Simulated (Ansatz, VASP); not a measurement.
## Nb3H in VASP and in Ansatz

```
Nb H
1.0
     2.92702    0.00000    0.00000
     0.00000    2.92702    0.00000
     0.00000    0.00000   21.19579
Nb H
3 1
Direct
  0.50000 0.50000 0.18872
  0.00000 0.00000 0.28769
  0.50000 0.50000 0.38667
  0.50000 0.00000 0.42677
```

Alike in both runs: task single point; functional LDA; k mesh 9 × 9 × 1; occupations gaussian, width 0.1 eV; collinear spin.

|  | VASP | Ansatz |
| --- | --- | --- |
| version | VASP 6.6.1 | Ansatz 0.2.0 |
| potentials or method | VASP PAW LDA potentials, release 64 (Nb_sv, H), cutoff 520 eV | scalar-relativistic, plane waves, PAW |
| valence electrons in the cell | 40 | 40 |

```csv
,VASP,Ansatz,Ansatz less VASP
gap on the k mesh at the Fermi level (eV),none,none,-
rms of the force components (eV/Å),0.767,0.766,-0.0011
net moment per atom (μB),0.00,0.00,0.000
"work function, face that differs most (eV)",4.78,4.77,-0.010
```

LDA's correlation is that of Perdew and Zunger in VASP and of Perdew and Wang (1992) in Ansatz. Atom by atom the forces differ by 0.001 eV/Å (rms over components). A gap of «none» marks a metal or a gap that the smearing closes. Ansatz's warnings: seeded moment not kept.
